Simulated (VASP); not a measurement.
Here is a VASP 6.6.1 calculation.

File INCAR:

```
SYSTEM = Cu
  PREC = Accurate
  ENCUT = 520
  EDIFF = 1E-6
  ISMEAR = 0
  SIGMA = 0.15
  LREAL = .FALSE.
  LASPH = .TRUE.
  NELM = 80
  ALGO = Fast
  ISIF = 2
  LWAVE = .FALSE.
  LCHARG = .FALSE.
  GGA = PE
  NBANDS = 12
```

KPOINTS

```
Automatic mesh
0
G
  28 28 28
  0 0 0
```

The input POSCAR:

```
Cu
1.0
    0.0000000000      1.9056178346      1.7695022750
    1.9056178346      0.0000000000      1.7695022750
    1.9056178346      1.9056178346      0.0000000000
Cu
1
Direct
    0.0000000000      0.0000000000      0.0000000000
```

Potentials or basis: VASP PAW PBE potentials, release 64 (Cu).

Command:

```bash
$ cat potpaw_PBE.64/Cu/POTCAR > POTCAR
$ mpirun -np 1 vasp_std > vasp.out
```

Problem. What does it give for the pressure?

Solution. -7.8 GPa.

Stress tensor (GPa, compression positive):
```
-8.53  0.00  0.00
 0.00 -8.53  0.00
 0.00  0.00 -6.28
```

Caveat: the cell differs from its parent crystal (strain +0.050 along x and y, -0.025 along z).
